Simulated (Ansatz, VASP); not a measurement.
**BaZrO3: VASP beside Ansatz**

```xyz
5
Lattice="4.2272 0.0000 0.0000 0.0000 4.2272 0.0000 0.0000 0.0000 4.2272" Properties=species:S:1:pos:R:3 pbc="T T T"
Ba    0.0000    0.0000    0.0000
Zr    2.1136    2.1136    2.1136
O     0.0000    2.1136    2.1136
O     2.1136    0.0000    2.1136
O     2.1136    2.1136    0.0000
```

Alike in both runs: task relaxation of cell and atoms; functional PBE; dispersion D3(BJ); k mesh 6 × 6 × 6; occupations gaussian, width 0.02 eV; no spin polarisation.

|  | VASP | Ansatz |
| --- | --- | --- |
| version | VASP 6.6.1 | Ansatz 0.2.0 |
| potentials or method | VASP PAW PBE potentials, release 64 (Ba_sv, Zr_sv, O), cutoff 600 eV | scalar-relativistic, plane waves, PAW |
| valence electrons in the cell | 40 | 40 |

VASP gave:

| Item | Value |
| --- | --- |
| gap on the k mesh at the Fermi level, each at its own relaxed structure (eV) | 3.16 |
| relaxed volume (Å³/atom) | 14.93 |
| relaxed cell length with the largest relative difference (Å) | 4.210 |

Q: Which values does Ansatz return?

A: gap on the k mesh at the Fermi level, each at its own relaxed structure (eV): 3.22; relaxed volume (Å³/atom): 14.85; relaxed cell length with the largest relative difference (Å): 4.203.

Spin-orbit coupling is off throughout.
